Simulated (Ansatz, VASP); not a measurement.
**Two plane-wave programs on Pd**

```
CELL_PARAMETERS angstrom
0.00000 1.95585 1.95585
1.95585 0.00000 1.95585
1.95585 1.95585 0.00000
ATOMIC_POSITIONS crystal
Pd 0.00000 0.00000 0.00000
```

Alike in both runs: task single point; functional r2SCAN; k mesh 14 × 14 × 14; occupations fermi-dirac, width 0.03 eV; no spin polarisation.

```csv
,VASP,Ansatz
version,VASP 6.6.1,Ansatz 0.2.0
potentials or method,"VASP PAW PBE potentials, release 64 (Pd), cutoff 520 eV","plane waves (500 eV) with PAW, scalar-relativistic"
valence electrons in the cell,10,18
```

```tsv
	VASP	Ansatz	Ansatz less VASP
pressure (GPa)	0.4	-0.3	-0.64
```

VASP's potentials were made for PBE, not for r2SCAN. VASP's potentials hold 10 valence electrons a cell and Ansatz's 18, so a difference there can come from the potentials and not from the codes.
